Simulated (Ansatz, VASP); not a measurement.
**Two plane-wave programs on Nb2Ga3C3**

```xyz
8
Lattice="5.0921 0.0000 0.0000 0.0000 5.0921 0.0000 0.0000 0.0000 5.0921" Properties=species:S:1:pos:R:3 pbc="T T T"
Nb    2.5461    2.5461    2.5461
Nb    0.0000    0.0000    0.0000
Ga    0.0000    2.5461    2.5461
Ga    2.5461    0.0000    2.5461
Ga    2.5461    2.5461    0.0000
C     2.5461    0.0000    0.0000
C     0.0000    2.5461    0.0000
C     0.0000    0.0000    2.5461
```

Alike in both runs: task relaxation of cell and atoms; functional PBE; k mesh 4 × 4 × 4; occupations gaussian, width 0.1 eV; no spin polarisation.

```csv
,VASP,Ansatz
version,VASP 6.6.1,Ansatz 0.2.0
potentials or method,"VASP PAW PBE potentials, release 64 (Nb_sv, Ga_d, C), cutoff 600 eV","scalar-relativistic, plane waves, PAW"
valence electrons in the cell,77,77
```

```csv
,VASP,Ansatz,Ansatz less VASP
"gap on the k mesh at the Fermi level, each at its own relaxed structure (eV)",none,none,-
relaxed volume (Å³/atom),14.42,14.42,+0.001
relaxed cell length with the largest relative difference (Å),4.868,4.868,+0.0001
```

A gap of «none» marks a metal or a gap that the smearing closes.
